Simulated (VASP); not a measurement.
# Cu12F in VASP: relaxation of the atoms with PBE

Aim: the relaxation of the atoms of Cu12F with PBE.

Program: VASP 6.6.1. These are calculated values, not measurements. Logs are shortened: lines on timing, memory, paths and dates and some standing lists are left out, and cuts for length are marked.

### 1 The cell of the first run

The cell holds a slab with vacuum, 13 atoms: a = 5.132 Å, b = 5.132 Å, c = 19.028 Å, α = 90.00°, β = 90.00°, γ = 90.00°.

### 2 Relaxation of the atoms, PBE

File INCAR:

```
SYSTEM = Cu12F
PREC = Accurate
ENCUT = 520
EDIFF = 1E-7
ISMEAR = 0
SIGMA = 0.1
LREAL = .False.
LASPH = .True.
NELM = 120
ALGO = Normal
ISIF = 2
LWAVE = .False.
LCHARG = .False.
LDIPOL = .True.
IDIPOL = 3
DIPOL = 0.5 0.5 0.316
GGA = PE
IBRION = 2
NSW = 36
EDIFFG = -0.025
GGA_COMPAT = .False.
NELMIN = 4
NELMDL = -8
KPAR = 4
```

File KPOINTS:

```
Automatic mesh
0
Gamma
  5 5 1
  0 0 0
```

File POSCAR:

```
Cu12F
1.0
    5.1319544646      0.0000000000      0.0000000000
    0.0000000000      5.1319544646      0.0000000000
    0.0000000000      0.0000000000     19.0279312465
Cu F
12 1
Selective dynamics
Direct
    0.2500000000      0.2500000000      0.2102172826  F F F
    0.2500000000      0.7500000000      0.2102172826  F F F
    0.7500000000      0.2500000000      0.2102172826  F F F
    0.7500000000      0.7500000000      0.2102172826  F F F
    0.0000000000      0.0000000000      0.3029241241  F F F
    0.0000000000      0.5000000000      0.3029241241  F F F
    0.5000000000      0.0000000000      0.3029241241  F F F
    0.5000000000      0.5000000000      0.3029241241  F F F
    0.2500000000      0.2500000000      0.3956253125  F F F
    0.2500000000      0.7500000000      0.3956253125  F F F
    0.7500000000      0.2500000000      0.3956253125  F F F
    0.7500000000      0.7500000000      0.3956253125  F F F
    0.2500000000      0.5000000000      0.4665678138  F F T
```

Potentials or basis: VASP PAW PBE potentials, release 64 (Cu, F).

Launch:

```bash
> cat potpaw_PBE.64/Cu/POTCAR potpaw_PBE.64/F/POTCAR > POTCAR
> mpirun -np 4 vasp_std > vasp.out
```

OUTCAR:

```text
SYSTEM = Cu12F
   PREC = Accurate
   ENCUT = 520
   EDIFF = 1E-7
   ISMEAR = 0
   LREAL = .False.
   LASPH = .True.
   NELM = 120
   ISIF = 2
   GGA = PE
   IBRION = 2
   NSW = 36
   EDIFFG = -0.025
   NELMIN = 4
   NELMDL = -8

 ion  position               nearest neighbor table
   1  0.250  0.250  0.210-   5 2.53   6 2.53   7 2.53   8 2.53   2 2.57   3 2.57   2 2.57   3 2.57

   2  0.250  0.750  0.210-   5 2.53   6 2.53   7 2.53   8 2.53   1 2.57   4 2.57   1 2.57   4 2.57

   3  0.750  0.250  0.210-   5 2.53   6 2.53   7 2.53   8 2.53   1 2.57   4 2.57   4 2.57   1 2.57
[... 4 lines left out ...]
                             6 2.57   7 2.57   6 2.57   7 2.57
   6  0.000  0.500  0.303-   9 2.53  10 2.53  11 2.53  12 2.53   1 2.53   2 2.53   3 2.53   4 2.53
                             5 2.57   8 2.57   5 2.57   8 2.57
   7  0.500  0.000  0.303-   9 2.53  10 2.53  11 2.53  12 2.53   1 2.53   2 2.53   3 2.53   4 2.53
                             5 2.57   8 2.57   8 2.57   5 2.57
   8  0.500  0.500  0.303-   9 2.53  10 2.53  11 2.53  12 2.53   1 2.53   2 2.53   3 2.53   4 2.53
                             6 2.57   7 2.57   7 2.57   6 2.57
   9  0.250  0.250  0.396-  13 1.86   6 2.53   7 2.53   8 2.53   5 2.53  11 2.57  10 2.57  10 2.57
                            11 2.57
  10  0.250  0.750  0.396-  13 1.86   6 2.53   7 2.53   8 2.53   5 2.53  12 2.57   9 2.57   9 2.57
                            12 2.57
  11  0.750  0.250  0.396-   5 2.53   6 2.53   7 2.53   8 2.53   9 2.57  12 2.57  12 2.57   9 2.57

  12  0.750  0.750  0.396-   5 2.53   6 2.53   7 2.53   8 2.53  10 2.57  11 2.57  11 2.57  10 2.57

  13  0.250  0.500  0.467-   9 1.86  10 1.86

  LATTYP: Found a simple tetragonal cell.
 ALAT       =     5.1319544646
 C/A-ratio  =     3.7077357911

  Lattice vectors:

 A1 = (   5.1319544646,   0.0000000000,   0.0000000000)
 A2 = (   0.0000000000,   5.1319544646,   0.0000000000)
 A3 = (   0.0000000000,   0.0000000000,  19.0279312465)

Analysis of symmetry for initial positions (statically):
=====================================================================
 Subroutine PRICEL returns:
 Original cell was already a primitive cell.

 Routine SETGRP: Setting up the symmetry group for a
 simple tetragonal supercell.

 Subroutine GETGRP returns: Found  4 space group operations
 (whereof  2 operations were pure point group operations)
 out of a pool of 16 trial point group operations.

The static configuration has the point symmetry C_1h.
 The point group associated with its full space group is C_2v.

Analysis of symmetry for dynamics (positions and initial velocities):
=====================================================================
 Subroutine PRICEL returns:
[... 151 lines left out ...]
     AMIX_MAG =   1.60;   BMIX_MAG =  1.00
  volume/ion in A,a.u.               =      38.55       260.14
  Fermi-wavevector in a.u.,A,eV,Ry     =   1.067646  2.017559 15.508853  1.139869
  Thomas-Fermi vector in A             =   2.203269
   LORBIT       =      0    0 simple, 1 ext, 2 COOP (PROOUT), +10 PAW based schemes
   GGA     = PE    functional components
   LHFCALC =     F    Hartree Fock is set to
   AEXX    =    0.0000 exact exchange contribution
   IVDW    =     0    specifies the selected vdW correction
   LEPSILON=     F    determine dielectric tensor
   LRPA    =     F    only Hartree local field effects (RPA)
 conjugate gradient relaxation of ions
 non-spin polarized calculation
 Gauss-broadening in eV      SIGMA  =   0.10
  energy-cutoff  :      520.00
  volume of cell :      501.14
 maximum number of plane-waves:     13595
 NGX is ok and might be reduce to    40
   NGX = 19   NGY = 19   NGZ = 71

 dipolmoment           0.000000      0.000000     -0.000004 electrons x Angstroem

--------------------------------------- Ionic step        1  -------------------------------------------

 number of electron     138.9999800 magnetization

 Free energy of the ion-electron system (eV)
  ---------------------------------------------------
  ext. energy  EPLUGINS =         0.00000000
  ---------------------------------------------------
  free energy    TOTEN  =       -44.41728021 eV

  energy without entropy =      -44.38771007  energy(sigma->0) =      -44.40249514

------------------------ aborting loop because EDIFF is reached ----------------------------------------

  FORCE on cell =-STRESS in cart. coord.  units (eV):
  Direction    XX          YY          ZZ          XY          YZ          ZX
  --------------------------------------------------------------------------------------
  -------------------------------------------------------------------------------------
  Total       -2.4560943     -0.6088348      4.0455113      0.0000000      0.0000000      0.0000000
  in kB       -7.8523286     -1.9464933     12.9338208      0.0000000      0.0000000      0.0000000
  external PRESSURE =       1.0449996 kB  Pullay stress =       0.0000000 kB
[... 81 lines left out ...]
--------------------------------------- Ionic step        3  -------------------------------------------

 number of electron     138.9999790 magnetization

 dipolmoment           0.000000      0.000000      0.192471 electrons x Angstroem

 Free energy of the ion-electron system (eV)
  ---------------------------------------------------
  ext. energy  EPLUGINS =         0.00000000
  ---------------------------------------------------
  free energy    TOTEN  =       -44.57581617 eV

  energy without entropy =      -44.54894971  energy(sigma->0) =      -44.56238294

 E-fermi :  -1.4622     XC(G=0):  -4.7013

 val. band max:       -1.5041187398   @ k =   0.2000   0.2000   0.0000
 cond. band min:      -1.4402006215   @ k =   0.0000   0.0000   0.0000
 fundamental gap:      0.0639181183
 Fermi energy:        -1.4622035996

 k-point     1 :       0.0000    0.0000    0.0000
  band No.  band energies     occupation
      1     -23.9293      2.00000
      2      -9.7536      2.00000
      3      -7.3157      2.00000
      4      -6.4041      2.00000
      5      -6.3451      2.00000
      6      -6.2296      2.00000
[... 745 lines left out ...]
     80       4.4699      0.00000
     81       4.5326      0.00000
 [bands above 81 left out]

------------------------ aborting loop because EDIFF is reached ----------------------------------------

 vacuum level on the upper side and lower side of the slab       (xc-potential included)         0.635        -0.651

  FORCE on cell =-STRESS in cart. coord.  units (eV):
  Direction    XX          YY          ZZ          XY          YZ          ZX
  --------------------------------------------------------------------------------------
  -------------------------------------------------------------------------------------
  Total       -2.9442422     -3.0028707      1.0383179      0.0000000      0.0000000      0.0000000
  in kB       -9.4129760     -9.6004161      3.3195848      0.0000000      0.0000000      0.0000000
  external PRESSURE =      -5.2312691 kB  Pullay stress =       0.0000000 kB
[... 28 lines left out ...]
  FREE ENERGIE OF THE ION-ELECTRON SYSTEM (eV)
  ---------------------------------------------------
  free  energy   TOTEN  =       -44.5758161676 eV

  energy  without entropy=      -44.5489497130  energy(sigma->0) =      -44.56238294

 reached required accuracy - stopping structural energy minimisation

 vacuum level on the upper side and lower side of the slab         4.445         3.122
```

OSZICAR:

```text
N       E                     dE             d eps       ncg     rms          rms(c)
DAV:   1     0.131331196470E+04    0.13133E+04   -0.58229E+04  1494   0.192E+03
DAV:   2     0.144687918788E+03   -0.11686E+04   -0.11327E+04  1494   0.430E+02
DAV:   3    -0.302415415308E+02   -0.17493E+03   -0.16115E+03  2106   0.208E+02
[... 69 lines left out ...]
DAV:  15    -0.445758096216E+02   -0.15854E-04   -0.46581E-06  2153   0.210E-02    0.285E-03
DAV:  16    -0.445758142586E+02   -0.46370E-05   -0.18661E-06  1994   0.135E-02    0.212E-03
DAV:  17    -0.445758157560E+02   -0.14973E-05   -0.79807E-07  1474   0.935E-03    0.848E-04
DAV:  18    -0.445758161186E+02   -0.36266E-06   -0.44130E-07  1719   0.763E-03    0.138E-03
DAV:  19    -0.445758162522E+02   -0.13354E-06   -0.12515E-07  1097   0.412E-03    0.766E-04
DAV:  20    -0.445758161676E+02    0.84576E-07   -0.12879E-07  1053   0.636E-03
   3 F= -.44575816E+02 E0= -.44562383E+02  d E =-.158536E+00
```

Wall time 11 min (4 MPI ranks of Intel Xeon Platinum 8488C (Sapphire Rapids), shared host); peak memory 0.73 GiB.

Results:

```yaml
Free_energy: -44.5758 eV
Energy_gained_by_relaxing: 12.2 meV/atom
Ionic_steps: 3
Band_gap_on_the_k_mesh: zero (an odd number of electrons rules out a gap without spin polarisation)
```

Step by step:
```csv
step,energy change (eV),largest force on free atoms (eV/Å),pressure (GPa)
1,0.0000,2.0355,0.10
2,-0.1333,0.7379,-0.29
3,-0.1585,0.0214,-0.52
```

Final structure:
```yaml
crystal:
  lattice:
    - [5.13195, 0.00000, 0.00000]
    - [0.00000, 5.13195, 0.00000]
    - [0.00000, 0.00000, 19.02793]
  atoms:
    - { symbol: Cu, position: [0.25000, 0.25000, 0.21022] }
    - { symbol: Cu, position: [0.25000, 0.75000, 0.21022] }
    - { symbol: Cu, position: [0.75000, 0.25000, 0.21022] }
    - { symbol: Cu, position: [0.75000, 0.75000, 0.21022] }
    - { symbol: Cu, position: [0.00000, 0.00000, 0.30292] }
    - { symbol: Cu, position: [0.00000, 0.50000, 0.30292] }
    - { symbol: Cu, position: [0.50000, 0.00000, 0.30292] }
    - { symbol: Cu, position: [0.50000, 0.50000, 0.30292] }
    - { symbol: Cu, position: [0.25000, 0.25000, 0.39563] }
    - { symbol: Cu, position: [0.25000, 0.75000, 0.39563] }
    - { symbol: Cu, position: [0.75000, 0.25000, 0.39563] }
    - { symbol: Cu, position: [0.75000, 0.75000, 0.39563] }
    - { symbol: F, position: [0.25000, 0.50000, 0.47559] }
```

Caveat: an odd number of electrons without spin polarisation forces a metal; a magnetic or distorted state may lie lower. With open d or f shells a metallic result of PBE can be an artefact of self-interaction; +U or a hybrid may open a gap.
